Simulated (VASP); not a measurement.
# Y in VASP: single point with PBEsol

Aim: the single point of Y with PBEsol.

All numbers are computed with VASP 6.6.1; they aren't measurements. Logs are shortened: lines on timing, memory, paths and dates and some standing lists are left out, and cuts for length are marked.

## 1. The cell of the first run

The typed cell holds 1 atom: a = 3.416 Å, b = 3.416 Å, c = 3.945 Å, α = 54.73°, β = 54.73°, γ = 70.53°.

## 2. Single point, PBEsol

File INCAR:

```
PREC     = Accurate       # precision mode
ENCUT    = 520            # plane-wave cutoff, eV
EDIFF    = 1E-6           # SCF threshold, eV
ISMEAR   = 0              # smearing method
SIGMA    = 0.15           # smearing width, eV
LREAL    = F              # projectors in reciprocal space
LASPH    = T              # aspherical terms in the spheres
NELM     = 60             # most SCF steps
ALGO     = Fast           # electronic algorithm
ISIF     = 2              # what is computed and relaxed
LWAVE    = F              # write WAVECAR
LCHARG   = F              # write CHGCAR
GGA      = PS             # functional
NBANDS   = 12             # bands
```

File KPOINTS:

```
regular mesh
0
Gamma
  18 18 18
```

File POSCAR:

```
Y
1.0
    0.0000000000      2.7894586105      1.9721472376
    2.7894586105      0.0000000000      1.9721472376
    2.7894586105      2.7894586105      0.0000000000
Y
1
Direct
    0.0000000000      0.0000000000      0.0000000000
```

Potentials or basis: VASP PAW PBE potentials, release 64 (Y_sv).

On the command line:

```bash
cat potpaw_PBE.64/Y_sv/POTCAR > POTCAR
mpirun -np 1 vasp_std > vasp.out
```

OUTCAR:

```text
PREC = Accurate
   ENCUT = 520
   EDIFF = 1E-6
   ISMEAR = 0
   LREAL = F
   LASPH = T
   NELM = 60
   ISIF = 2
   GGA = PS

 ion  position               nearest neighbor table
   1  0.000  0.000  0.000-

  LATTYP: Found a body centered tetragonal cell.
 ALAT       =     3.9448901986
 C/A-ratio  =     0.9998489886

  Lattice vectors:

 A1 = (   0.0000000000,  -2.7894586105,  -1.9721472376)
 A2 = (   0.0000000000,   2.7894586105,  -1.9721472376)
 A3 = (   2.7894586105,   0.0000000000,   1.9721472376)

Analysis of symmetry for initial positions (statically):
=====================================================================
 Subroutine PRICEL returns:
 Original cell was already a primitive cell.

 Routine SETGRP: Setting up the symmetry group for a
 body centered tetragonal supercell.

 Subroutine GETGRP returns: Found 16 space group operations
 (whereof 16 operations were pure point group operations)
 out of a pool of 16 trial point group operations.

The static configuration has the point symmetry D_4h.

Analysis of symmetry for dynamics (positions and initial velocities):
=====================================================================
 Subroutine PRICEL returns:
 Original cell was already a primitive cell.

 Routine SETGRP: Setting up the symmetry group for a
 body centered tetragonal supercell.

 Subroutine GETGRP returns: Found 16 space group operations
 (whereof 16 operations were pure point group operations)
 out of a pool of 16 trial point group operations.

The dynamic configuration has the point symmetry D_4h.

 Subroutine INISYM returns: Found 16 space group operations
 (whereof 16 operations are pure point group operations),
 and found     1 'primitive' translations

----------------------------------------------------------------------------------------

                                     Primitive cell

  volume of cell :      30.6909

  direct lattice vectors                    reciprocal lattice vectors
     0.000000000  2.789458611  1.972147238    -0.179246252  0.179246252  0.253530766
     2.789458611  0.000000000  1.972147238     0.179246252 -0.179246252  0.253530766
     2.789458611  2.789458611  0.000000000     0.179246252  0.179246252 -0.253530766

  length of vectors
     3.416203165  3.416203165  3.944890199     0.358519577  0.358519577  0.358519577

  position of ions in fractional coordinates (direct lattice)
     0.000000000  0.000000000  0.000000000

  ion indices of the primitive-cell ions
   primitive index   ion index
                 1           1

----------------------------------------------------------------------------------------

 KPOINTS: regular mesh

Automatic generation of k-mesh.
 Grid dimensions read from file:
 generate k-points for:   18   18   18

 Generating k-lattice:

  Cartesian coordinates                     Fractional coordinates (reciprocal lattice)
    -0.009958125  0.009958125  0.014085043     0.055555556  0.000000000  0.000000000
     0.009958125 -0.009958125  0.014085043     0.000000000  0.055555556  0.000000000
     0.009958125  0.009958125 -0.014085043    -0.000000000 -0.000000000  0.055555556

  Length of vectors
     0.019917754  0.019917754  0.019917754

  Shift w.r.t. Gamma in fractional coordinates (k-lattice)
     0.000000000  0.000000000  0.000000000

 Subroutine IBZKPT returns following result:
 ===========================================

 Found    480 irreducible k-points:

 Following reciprocal coordinates:
            Coordinates               Weight
  0.000000  0.000000  0.000000      1.000000
  0.055556 -0.000000  0.000000      8.000000
  0.111111 -0.000000  0.000000      8.000000
  0.166667 -0.000000  0.000000      8.000000
  0.222222 -0.000000  0.000000      8.000000
  0.277778  0.000000  0.000000      8.000000
[... 16 lines left out ...]
 -0.277778  0.055556  0.000000      8.000000
 -0.222222  0.055556  0.000000      8.000000
 [... further k-points ...]
   k-points           NKPTS =    480   k-points in BZ     NKDIM =    480   number of bands    NBANDS=     12
   number of dos      NEDOS =    301   number of ions     NIONS =      1
   total plane-waves  NPLWV =  23520
   dimension x,y,z NGX =    28 NGY =   28 NGZ =   30
   dimension x,y,z NGXF=    56 NGYF=   56 NGZF=   60
   ions per type =               1
   NGX,Y,Z   is equivalent  to a cutoff of  13.63, 13.63, 12.64 a.u.
   NGXF,Y,Z  is equivalent  to a cutoff of  27.25, 27.25, 25.29 a.u.
 SYSTEM =  unknown system
   PREC   = accura    normal or accurate (medium, high low for compatibility)
   ISTART =      0    job   : 0-new  1-cont  2-samecut
   ICHARG =      2    charge: 1-file 2-atom 10-const
   ISPIN  =      1    spin polarized calculation?
   LNONCOLLINEAR =      F non collinear calculations
   LSORBIT =      F    spin-orbit coupling
   LASPH  =      T    aspherical Exc in radial PAW
   ENCUT  =  520.0 eV  38.22 Ry    6.18 a.u.   6.35  6.35  7.33*2*pi/ulx,y,z
   NELM   =     60;   NELMIN=  2; NELMDL= -5     # of ELM steps
   EDIFF  = 0.1E-05   stopping-criterion for ELM
   LREAL  =      F    real-space projection
   EDIFFG = 0.1E-04   stopping-criterion for IOM
   NSW    =      0    number of steps for IOM
   IBRION =     -1    ionic relax: 0-MD 1-quasi-New 2-CG
   NFREE  =      0    steps in history (QN), initial steepest desc. (CG)
   ISIF   =      2    stress and relaxation
   ISYM   =      2    0-nonsym 1-usesym 2-fastsym
   POTIM  = 0.5000    time-step for ionic-motion
   TEBEG  =    0.0;   TEEND  =   0.0 temperature during run
   PSTRESS=    0.0 pullay stress
   NELECT =      11.0000    total number of electrons
   NUPDOWN=      -1.0000    fix difference up-down
   EMIN   =  10.00;   EMAX   =-10.00  energy-range for DOS
   EFERMI =   0.00;   METHOD = LEGACY
   ISMEAR =     0;   SIGMA  =   0.15  broadening in eV -4-tet -1-fermi 0-gaus
   EFERMI_NEDOS =   21; number of points for ismear=-14 and -15
   IALGO  =     68    algorithm
   IMIX   =      4    mixing-type and parameters
     AMIX     =   0.40;   BMIX     =  1.00
     AMIX_MAG =   1.60;   BMIX_MAG =  1.00
  volume/ion in A,a.u.               =      30.69       207.11
  Fermi-wavevector in a.u.,A,eV,Ry     =   1.162883  2.197530 18.399114  1.352297
  Thomas-Fermi vector in A             =   2.299439
   LORBIT       =      0    0 simple, 1 ext, 2 COOP (PROOUT), +10 PAW based schemes
   GGA     = PS    functional components
   LHFCALC =     F    Hartree Fock is set to
   AEXX    =    0.0000 exact exchange contribution
   IVDW    =     0    specifies the selected vdW correction
   LEPSILON=     F    determine dielectric tensor
   LRPA    =     F    only Hartree local field effects (RPA)
 non-spin polarized calculation
 RMM-DIIS sequential band-by-band and
 Gauss-broadening in eV      SIGMA  =   0.15
  energy-cutoff  :      520.00
  volume of cell :       30.69
 maximum number of plane-waves:       856
 NGX is ok and might be reduce to    28
   NGX = 13   NGY = 13   NGZ = 15

 number of electron      11.0000000 magnetization

 Free energy of the ion-electron system (eV)
  ---------------------------------------------------
  ext. energy  EPLUGINS =         0.00000000
  ---------------------------------------------------
  free energy    TOTEN  =        -6.70290781 eV

  energy without entropy =       -6.67436167  energy(sigma->0) =       -6.68863474

 E-fermi :   3.3592     XC(G=0):  -9.8040

 val. band max:        3.3591077895   @ k =  -0.4444   0.0556   0.4444
 cond. band min:       3.3594264897   @ k =  -0.3889   0.0000   0.3889
 fundamental gap:      0.0003187002
 Fermi energy:         3.3592002046

 k-point     1 :       0.0000    0.0000    0.0000
  band No.  band energies     occupation
      1     -39.2377      2.00000
      2     -18.8976      2.00000
      3     -18.8976      2.00000
      4     -18.8976      2.00000
      5      -1.5779      2.00000
      6       5.0749      0.00000
      7       5.0762      0.00000
      8       5.0762      0.00000
      9       7.1667      0.00000
     10       7.1685      0.00000
     11      13.8650      0.00000
     12      13.8664      0.00000

 k-point     2 :       0.0556   -0.0000    0.0000
  band No.  band energies     occupation
      1     -39.2350      2.00000
      2     -18.9201      2.00000
      3     -18.9045      2.00000
      4     -18.8978      2.00000
      5      -1.4903      2.00000
      6       5.0094      0.00000
      7       5.0485      0.00000
      8       5.1603      0.00000
      9       7.0587      0.00000
     10       7.1639      0.00000
     11      13.9528      0.00000
     12      14.0331      0.00000

 k-point     3 :       0.1111   -0.0000    0.0000
  band No.  band energies     occupation
      1     -39.2271      2.00000
      2     -18.9841      2.00000
      3     -18.9241      2.00000
      4     -18.8982      2.00000
      5      -1.2346      2.00000
      6       4.8287      0.00000
      7       4.9367      0.00000
      8       5.4123      0.00000
      9       6.8394      0.00000
     10       7.1613      0.00000
     11      14.1679      0.00000
     12      14.5143      0.00000
[... 286 lines left out ...]
 k-point    23 :      -0.2778    0.0556    0.0000
  band No.  band energies     occupation
      1     -39.1821      2.00000
      2     -19.3141      2.00000
      3     -19.0361      2.00000
      4     -18.9171      2.00000
      5       0.2918      2.00000
      6       4.0550      0.00000
      7       4.0998      0.00000
      8       6.4820      0.00000
      9       7.0392      0.00000
     10       7.5871      0.00000
     11      13.6017      0.00000
     12      14.7568      0.00000

 k-point    24 :      -0.2222    0.0556    0.0000
  band No.  band energies     occupation
      1     -39.1978      2.00000
      2     -19.1956      2.00000
      3     -18.9976      2.00000
      4     -18.9168      2.00000
      5      -0.2507      2.00000
      6       4.3652      0.00000
      7       4.3784      0.00000
      8       6.3342      0.00000
      9       6.3508      0.00000
     10       7.5022      0.00000
     11      14.3005      0.00000
     12      15.3466      0.00000

 [... further k-points ...]

------------------------ aborting loop because EDIFF is reached ----------------------------------------

  FORCE on cell =-STRESS in cart. coord.  units (eV):
  Direction    XX          YY          ZZ          XY          YZ          ZX
  --------------------------------------------------------------------------------------
  -------------------------------------------------------------------------------------
  Total        0.1509581      0.1509581      0.1499325      0.0000000      0.0000000      0.0000000
  in kB        7.8805755      7.8805755      7.8270316      0.0000000      0.0000000      0.0000000
  external PRESSURE =       7.8627276 kB  Pullay stress =       0.0000000 kB

 VOLUME and BASIS-vectors are now :
 -----------------------------------------------------------------------------
  energy-cutoff  :      520.00
  volume of cell :       30.69
      direct lattice vectors                 reciprocal lattice vectors
     0.000000000  2.789458611  1.972147238    -0.179246252  0.179246252  0.253530766
     2.789458611  0.000000000  1.972147238     0.179246252 -0.179246252  0.253530766
     2.789458611  2.789458611  0.000000000     0.179246252  0.179246252 -0.253530766

 POSITION                                       TOTAL-FORCE (eV/Angst)
 -----------------------------------------------------------------------------------
      0.00000      0.00000      0.00000         0.000000      0.000000      0.000000
 -----------------------------------------------------------------------------------
    total drift:                               -0.000000     -0.000000     -0.000000

  FREE ENERGIE OF THE ION-ELECTRON SYSTEM (eV)
  ---------------------------------------------------
  free  energy   TOTEN  =        -6.7029078061 eV

  energy  without entropy=       -6.6743616682  energy(sigma->0) =       -6.68863474
```

It took 3.4 min on 1 thread of Intel Xeon Platinum 8259CL at 2.50GHz (Skylake/Cascade Lake), shared host; peak memory 0.34 GiB.

What came out:

```yaml
Free_energy: -6.7029 eV
Pressure: 0.8 GPa
```

Caveat: the PAW data sets were made with another functional, which shifts forces and pressure a little.
